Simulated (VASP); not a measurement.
# TiC (Fm-3m) in VASP: a series of runs, part 2 of 2

VASP 6.6.1.

## 4. Relaxation of cell and atoms, PBE

Input file INCAR:

```
ALGO = Normal
EDIFF = 1E-7
EDIFFG = -0.005
ENCUT = 600
GGA = PE
IBRION = 2
ISIF = 3
ISMEAR = 0
LASPH = True
LCHARG = False
LREAL = False
LWAVE = False
NELM = 80
NSW = 100
PREC = Accurate
SIGMA = 0.1
```

Input file KPOINTS:

```
k-points
0
Gamma
  16 16 16
```

Input file POSCAR:

```
TiC
1.0
    0.0000000000      2.1640000000      2.1640000000
    2.1640000000      0.0000000000      2.1640000000
    2.1640000000      2.1640000000      0.0000000000
Ti C
1 1
Direct
    0.0000000000      0.0000000000      0.0000000000
    0.5000000000      0.5000000000      0.5000000000
```

Potentials or basis: VASP PAW PBE potentials, release 64 (Ti_sv, C).

Launch:

```bash
> cat potpaw_PBE.64/Ti_sv/POTCAR potpaw_PBE.64/C/POTCAR > POTCAR
> mpirun -np 1 vasp_std > vasp.out
```

OUTCAR:

```text
EDIFF = 1E-7
   EDIFFG = -0.005
   ENCUT = 600
   GGA = PE
   IBRION = 2
   ISIF = 3
   ISMEAR = 0
   LASPH = True
   LREAL = False
   NELM = 80
   NSW = 100
   PREC = Accurate

 ion  position               nearest neighbor table
   1  0.000  0.000  0.000-   2 2.16   2 2.16   2 2.16   2 2.16   2 2.16   2 2.16
   2  0.500  0.500  0.500-   1 2.16   1 2.16   1 2.16   1 2.16   1 2.16   1 2.16

  LATTYP: Found a face centered cubic cell.
 ALAT       =     4.3280000000

  Lattice vectors:

 A1 = (   0.0000000000,   2.1640000000,   2.1640000000)
 A2 = (   2.1640000000,   0.0000000000,   2.1640000000)
 A3 = (   2.1640000000,   2.1640000000,   0.0000000000)

Analysis of symmetry for initial positions (statically):
=====================================================================
 Subroutine PRICEL returns:
 Original cell was already a primitive cell.

 Routine SETGRP: Setting up the symmetry group for a
[... 267 lines left out ...]
      8      10.0878      0.00000
      9      11.0700      0.00000
     10      11.0700      0.00000
     11      11.0700      0.00000
     12      11.1043      0.00000
[... 331 lines left out ...]
 k-point    24 :      -0.0625    0.0625    0.0000
  band No.  band energies     occupation
      1     -47.1913      2.00000
      2     -23.2702      2.00000
      3     -23.2367      2.00000
      4     -23.2250      2.00000
      5      -2.7622      2.00000
      6       9.1775      1.99723
      7       9.3630      1.28776
      8       9.3705      1.20746
      9      10.1982      0.00000
     10      10.7716      0.00000
     11      11.6584      0.00000
     12      12.2134      0.00000

 [... further k-points ...]

------------------------ aborting loop because EDIFF is reached ----------------------------------------

  FORCE on cell =-STRESS in cart. coord.  units (eV):
  Direction    XX          YY          ZZ          XY          YZ          ZX
  --------------------------------------------------------------------------------------
  -------------------------------------------------------------------------------------
  Total        0.0012996      0.0012996      0.0012996     -0.0000000      0.0000000     -0.0000000
  in kB        0.1023409      0.1023409      0.1023409     -0.0000000      0.0000000     -0.0000000
  external PRESSURE =       0.1023409 kB  Pullay stress =       0.0000000 kB
[... 17 lines left out ...]
  FREE ENERGIE OF THE ION-ELECTRON SYSTEM (eV)
  ---------------------------------------------------
  free  energy   TOTEN  =       -18.7100307068 eV

  energy  without entropy=      -18.7079936824  energy(sigma->0) =      -18.70901219

 reached required accuracy - stopping structural energy minimisation
```

CONTCAR:

```text
TiC
   1.00000000000000
     0.0000000000000000    2.1667775439019019    2.1667775439019019
     2.1667775439019019    0.0000000000000000    2.1667775439019019
     2.1667775439019019    2.1667775439019019   -0.0000000000000000
  Ti              C
     1     1
Direct
     0.0000000000000000    0.0000000000000000    0.0000000000000000
     0.5000000000000000    0.5000000000000000    0.5000000000000000

  0.00000000E+00  0.00000000E+00  0.00000000E+00
  0.00000000E+00  0.00000000E+00  0.00000000E+00
```

Wall time 42 s (1 thread of Intel Xeon Platinum 8488C (Sapphire Rapids), shared host); peak memory 0.18 GiB.

Results:

```
Free energy                            : -18.7100 eV
Relaxed volume                         : 10.17 Å³/atom
Relaxed cell                           : a = 3.064 Å, b = 3.064 Å, c = 3.064 Å, α = 60.00°, β = 60.00°, γ = 60.00°
Space group after relaxing (to 0.05 Å) : Fm-3m (No. 225)
Energy gained by relaxing              : 0.1 meV/atom
Ionic steps                            : 3
Pressure after relaxing                : 0.0 GPa
Band gap on the k mesh                 : zero (band 8 reaches 10.09 eV, above the bottom of band 9 at 8.99 eV)
```

The path:
```csv
step,energy change (eV),largest force (eV/Å),pressure (GPa),volume (Å³)
1,0.0000,0.0000,0.98,20.27
2,0.0002,0.0000,-1.22,20.45
3,-0.0002,0.0000,0.01,20.35
```

Final structure:
```yaml
crystal:
  lattice:
    - [0.00000, 2.16678, 2.16678]
    - [2.16678, 0.00000, 2.16678]
    - [2.16678, 2.16678, 0.00000]
  atoms:
    - { symbol: Ti, position: [0.00000, 0.00000, 0.00000] }
    - { symbol: C, position: [0.50000, 0.50000, 0.50000] }
```

Levels at points of the mesh, in eV from the Fermi level:
```tsv
k point	band 4	band 5	band 6	band 7	band 8	band 9	band 10	band 11	band 12
(0.00, 0.00, 0.00)	-32.61	-12.38	0.70	0.70	0.70	1.68	1.68	1.68	1.72
(0.50, 0.00, 0.00)	-32.66	-8.91	-5.82	-2.88	-2.88	2.91	2.91	4.09	8.14
(0.50, 0.50, 0.00)	-32.78	-10.10	-3.42	-1.60	-0.03	-0.03	2.71	3.51	3.51
```

## 5. Summary

```csv
task,cell,k mesh,cutoff (eV),gap on the mesh (eV),pressure (GPa)
single point,"a = 3.060 Å, angles 60.0°, 2 atoms",8 × 8 × 8,520,none,1.1
single point,"a = 3.064 Å, angles 60.0°, 2 atoms",16 × 16 × 16,520,none,0.2
relaxation of cell and atoms,"relaxed from a = 3.060 Å, angles 60.0°, 2 atoms",16 × 16 × 16,600,none,0.0
```

Alike in all rows: level PBE; potentials or basis VASP PAW PBE potentials, release 64 (Ti_sv, C); no spin polarisation; smearing gaussian 0.1 eV.

Absolute energies hang on the potentials; compare differences alone.
